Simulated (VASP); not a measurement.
**ScTa3: relaxation of cell and atoms with PBE**

ScTa3:

```xyz
4
Lattice="4.0611 0.0000 0.0000 0.0000 4.0611 0.0000 0.0000 0.0000 4.0194" Properties=species:S:1:pos:R:3 pbc="T T T"
Sc    0.0000    0.0000    0.0000
Ta    0.0000    2.0306    2.0097
Ta    2.0306    0.0000    2.0097
Ta    2.0306    2.0306    0.0000
```

```
Program                : VASP 6.6.1
Task                   : relaxation of cell and atoms
Functional             : PBE
Potentials or basis    : VASP PAW PBE potentials, release 64 (Sc_sv, Ta_pv)
Cutoff                 : 600 eV
k mesh                 : 4 × 4 × 4
Occupations            : gaussian, width 0.1 eV
Spin                   : no spin polarisation
Dipole correction      : no
Further INCAR settings : ALGO = Normal; EDIFF = 1e-07; IBRION = 2; EDIFFG = -0.04; NSW = 90; ISIF = 3
```

```yaml
Relaxed_volume: 19.54 Å³/atom
Relaxed_cell: a = 4.295 Å, b = 4.295 Å, c = 4.237 Å, α = 90.00°, β = 90.00°, γ = 90.00°
Space_group_after_relaxing_to_0.1_Å: Pm-3m (No. 221)
Energy_gained_by_relaxing: 257.9 meV/atom
Ionic_steps: 4
Pressure_after_relaxing: -0.2 GPa
Band_gap_on_the_k_mesh: zero (bands 22 and 23 overlap by 1.60 eV)
```

Step by step:
```tsv
step	energy change (eV)	largest force (eV/Å)	pressure (GPa)	volume (Å³)
1	0.0000	0.0000	31.45	66.29
2	1.2977	0.0000	-24.26	102.65
3	-1.0271	0.0000	-1.62	78.93
4	-1.0316	0.0000	-0.20	78.16
```

Final structure:
```yaml
crystal:
  lattice:
    - [4.29500, 0.00000, 0.00000]
    - [0.00000, 4.29500, 0.00000]
    - [0.00000, 0.00000, 4.23710]
  atoms:
    - { symbol: Sc, position: [0.00000, 0.00000, 0.00000] }
    - { symbol: Ta, position: [0.00000, 0.50000, 0.50000] }
    - { symbol: Ta, position: [0.50000, 0.00000, 0.50000] }
    - { symbol: Ta, position: [0.50000, 0.50000, 0.00000] }
```

Levels at points of the mesh, in eV from the Fermi level:
```tsv
k point	band 19	band 20	band 21	band 22	band 23	band 24	band 25	band 26
(0.00, 0.00, 0.00)	-2.65	-2.65	0.88	0.88	1.03	2.72	2.72	2.96
(0.50, 0.00, 0.00)	-1.07	-0.98	-0.73	-0.55	-0.45	0.72	1.11	1.96
(0.50, 0.50, 0.00)	-0.96	-0.79	-0.79	-0.40	-0.40	-0.30	0.25	1.69
(0.00, 0.00, 0.50)	-1.04	-1.04	-0.71	-0.52	-0.52	0.86	1.24	2.03
(0.50, 0.00, 0.50)	-1.05	-0.78	-0.78	-0.49	-0.48	-0.29	0.25	1.75
(0.50, 0.50, 0.50)	0.30	0.30	0.63	0.70	0.70	0.70	0.72	0.82
```

Run time: 76 s on 1 thread of Intel(R) Xeon(R) Platinum 8488C (Sapphire Rapids) (shared host), peak memory 0.2 GiB.

Caveat: the k points lie up to 0.37 Å⁻¹ apart in the final cell, too coarse for converged energies and pressures of a metal; the volume moved by over 15 % at a fixed basis, so the end points are rough; spin-orbit coupling is left out, which moves the levels of the heavy elements.
